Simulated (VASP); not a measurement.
W: single point with PBE

The system is W.

```
W
1.0
    -1.63723    1.63723    1.51744
     1.63723   -1.63723    1.51744
     1.63723    1.63723   -1.51744
W
1
Direct
  0.00000 0.00000 0.00000
```

This cell differs from its parent crystal: strain +0.025 along x and y, -0.050 along z.

| Property | Result |
| --- | --- |
| Program | VASP 6.6.1 |
| Task | single point |
| Functional | PBE |
| Potentials or basis | VASP PAW PBE potentials, release 64 (W_sv) |
| Cutoff | 520 eV |
| k mesh | 20 × 20 × 20 |
| Occupations | fermi-dirac, width 0.4 eV |
| Spin | no spin polarisation |
| Dipole correction | no |
| Further INCAR settings | ALGO = Normal; EDIFF = 1e-06; NBANDS = 13 |

| Quantity | Value |
| --- | --- |
| Pressure | 0.3 GPa |
| Band gap on the k mesh | zero (bands 7 and 8 overlap by 6.10 eV) |

Stress tensor (GPa, compression positive):
```
-6.31  0.00  0.00
 0.00 -6.31  0.00
 0.00  0.00 13.64
```

Levels at points of the mesh, in eV from the Fermi level:
```
           k point  band 3  band 4  band 5  band 6  band 7  band 8  band 9  band 10  band 11  band 12
(0.00, 0.00, 0.00)  -37.71  -37.65   -9.41   -1.71   -0.68   -0.68    1.56     2.92    14.11    14.11
(0.50, 0.00, 0.00)  -38.11  -37.73   -6.00   -3.65    0.91    2.22    3.80     6.02    10.96    11.40
(0.50, 0.50, 0.00)  -37.99  -37.67   -6.04   -2.60    0.30    1.30    2.70     5.89    10.39    11.82
(0.50, 0.50, 0.50)  -38.59  -38.36   -5.63   -5.44    5.01    5.01    5.31     7.45     7.45     9.55
```

Run time: 96 s on 1 thread of AMD EPYC 7R13 Processor (Zen 3) (shared host), peak memory 0.21 GiB.

Caveat: the cell differs from its parent crystal (strain +0.025 along x and y, -0.050 along z); the stress differs along the axes, from -6 to 14 GPa; so wide a smearing shifts energies and pressures; spin-orbit coupling is left out, which moves the levels of the heavy elements.
